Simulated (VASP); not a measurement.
Wanted: the native input for a VASP 6.6.1 run.

* Task: single point
* Functional: PBE
* Potentials or basis: VASP PAW PBE potentials, release 64 (Ta_pv, N)
* Cutoff: 520 eV
* k mesh: 4 × 4 × 7
* Occupations: gaussian, width 0.05 eV
* Spin: collinear spin, zero start
* Starting moments: [0.0, 0.0, 0.0, 0.0, 0.0, 0.0] μB
* Dipole correction: no
* Further INCAR settings: ALGO = Normal; EDIFF = 1e-06; NBANDS = 37

The structure of TaN lies in POSCAR:

```
TaN
1.0
    5.1850002000      0.0000000000      0.0000000000
   -2.5925001000      4.4903418900      0.0000000000
    0.0000000000      0.0000000000      2.9080005300
Ta N
3 3
Direct
    0.0000000000      0.0000000000      0.0000000000
    0.3333333333      0.6666666667      0.5000000000
    0.6666666667      0.3333333333      0.5000000000
    0.5000000000      0.0000000000      0.0000000000
    0.5000000000      0.5000000000      0.0000000000
    0.0000000000      0.5000000000      0.0000000000
```

One way to write it, as run:

INCAR

```
SYSTEM = TaN
  ALGO = Normal
  EDIFF = 1E-6
  ENCUT = 520
  GGA = PE
  ISIF = 2
  ISMEAR = 0
  ISPIN = 2
  LASPH = .TRUE.
  LCHARG = .FALSE.
  LMAXMIX = 4
  LORBIT = 11
  LREAL = .FALSE.
  LWAVE = .FALSE.
  MAGMOM = 0 0 0 0 0 0
  NBANDS = 37
  NELM = 150
  PREC = Accurate
  SIGMA = 0.05
```

KPOINTS

```
k-points
0
G
  4 4 7
  0 0 0
```

Potentials or basis: VASP PAW PBE potentials, release 64 (Ta_pv, N).

Launch:

```console
$ cat potpaw_PBE.64/Ta_pv/POTCAR potpaw_PBE.64/N/POTCAR > POTCAR
$ mpirun -np 1 vasp_std > vasp.out
```

Results of the run:

- Pressure: 11.3 GPa
- Band gap on the k mesh: zero (filled and empty bands overlap)
- Net moment: 0.00 μB per cell
- Valence electrons inside the program's atomic spheres: Ta 8.64, 9.06; N 3.81

Caveat: spin-orbit coupling is left out, which moves the levels of the heavy elements.

Run time: 30 s on 1 thread of Intel(R) Xeon(R) 6975P-C (Granite Rapids), on a shared host, peak memory 0.24 GiB.
